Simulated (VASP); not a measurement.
MgS:

```xyz
2
Lattice="0.0000 2.8331 2.8331 2.8331 0.0000 2.8331 2.8331 2.8331 0.0000" Properties=species:S:1:pos:R:3 pbc="T T T"
S     1.4166    1.4166    1.4166
Mg    0.0000    0.0000    0.0000
```

Base run:

```yaml
Program: VASP 6.6.1
Functional: PBE
Dispersion: D3(BJ)
Potentials_or_basis: VASP PAW PBE potentials, release 64 (S, Mg)
Cutoff: 520 eV
k_mesh: 8 × 8 × 8
Occupations: fermi-dirac, width 0.05 eV
Spin: no spin polarisation
```

Its results: band gap on the k mesh 3.45 eV, direct; pressure -1.4 GPa.

Question: The run is repeated on the same cell with these changes: functional from PBE to r2SCAN; dispersion from D3(BJ) to D4. What comes out?

Answer: Band gap on the k mesh 4.12 eV, direct; pressure -1.0 GPa.

Several settings changed at once, so the effect can't be laid on one alone.

Caveats: three body term missing (some runs); the PAW data sets were made with another functional, which shifts forces and pressure a little (some runs).

A k mesh can miss the band edges.
